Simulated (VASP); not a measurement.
A run of VASP 6.6.1:

POSCAR

```
CdS
1.0
    0.0000000000      2.6813668913      2.6813668913
    2.6813668913      0.0000000000      2.6813668913
    2.6813668913      2.6813668913      0.0000000000
Cd S
1 1
Direct
   -0.0042461853      0.0042461853      0.0042461853
    0.5148886675      0.4851113325      0.4851113325
```

File INCAR.step1:

```
SYSTEM = CdS
PREC = Accurate
ENCUT = 520
ISMEAR = 0
SIGMA = 0.05
LREAL = .FALSE.
LASPH = .TRUE.
NELM = 100
NBANDS = 16
GGA = PE
ALGO = Normal
EDIFF = 1E-4
LWAVE = .TRUE.
LCHARG = .FALSE.
```

File INCAR.step2:

```
SYSTEM = CdS
PREC = Accurate
ENCUT = 520
EDIFF = 1E-6
ISMEAR = 0
SIGMA = 0.05
LREAL = .FALSE.
LASPH = .TRUE.
NELM = 100
ALGO = Normal
ISIF = 2
LWAVE = .FALSE.
LCHARG = .FALSE.
METAGGA = R2SCAN
LMIXTAU = .TRUE.
NBANDS = 16
ISTART = 1
```

KPOINTS

```
regular mesh
0
G
  8 8 8
  0 0 0
```

Potentials or basis: VASP PAW PBE potentials, release 64 (Cd, S).

Command:

```bash
$ cat potpaw_PBE.64/Cd/POTCAR potpaw_PBE.64/S/POTCAR > POTCAR
$ cp INCAR.step1 INCAR
$ mpirun -np 1 vasp_std > vasp.out
$ cp INCAR.step2 INCAR
$ mpirun -np 1 vasp_std > vasp.out
```

Hardware: 1 thread of Intel(R) Xeon(R) 6975P-C (Granite Rapids) (shared host).

**Question.** Estimate the wall time of this run.

**Answer.** It took 64 s on 1 thread of Intel(R) Xeon(R) 6975P-C (Granite Rapids), on a shared host, peak memory 0.19 GiB. Counts: k points 59.
